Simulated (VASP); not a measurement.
Ir16CO, 18 atoms in the cell. The cell holds a slab with vacuum, 18 atoms: a = 5.474 Å, b = 5.474 Å, c = 26.854 Å, α = 90.00°, β = 90.00°, γ = 120.00°. 

* Program: VASP 6.6.1
* Task: relaxation of the atoms
* Functional: PBE
* Potentials or basis: VASP PAW PBE potentials, release 64 (Ir, C, O)
* Cutoff: 520 eV
* k mesh: 6 × 6 × 1
* Occupations: gaussian, width 0.1 eV
* Spin: no spin polarisation
* Dipole correction: yes
* Atoms held fixed (from 0): [0, 1, 2, 3, 4, 5, 6, 7]
* Further INCAR settings: ALGO = Normal; EDIFF = 1e-07; NELMDL = -8; IBRION = 2; EDIFFG = -0.03; NSW = 90

Potentials or basis: VASP PAW PBE potentials, release 64 (Ir, C, O).

Run with:

```bash
$ cat potpaw_PBE.64/Ir/POTCAR potpaw_PBE.64/C/POTCAR potpaw_PBE.64/O/POTCAR > POTCAR
$ mpirun -np 4 vasp_std > vasp.out
```

Hardware: 4 MPI ranks on Intel(R) Xeon(R) Platinum 8488C (Sapphire Rapids) (shared host).

Task: How long does it take, and how much memory?

Result: Run time: 2 h on 4 MPI ranks on Intel(R) Xeon(R) Platinum 8488C (Sapphire Rapids), with other jobs on the host, peak memory 1.1 GiB a rank. Counts: scf iterations 473, k points 7, ion steps 26.
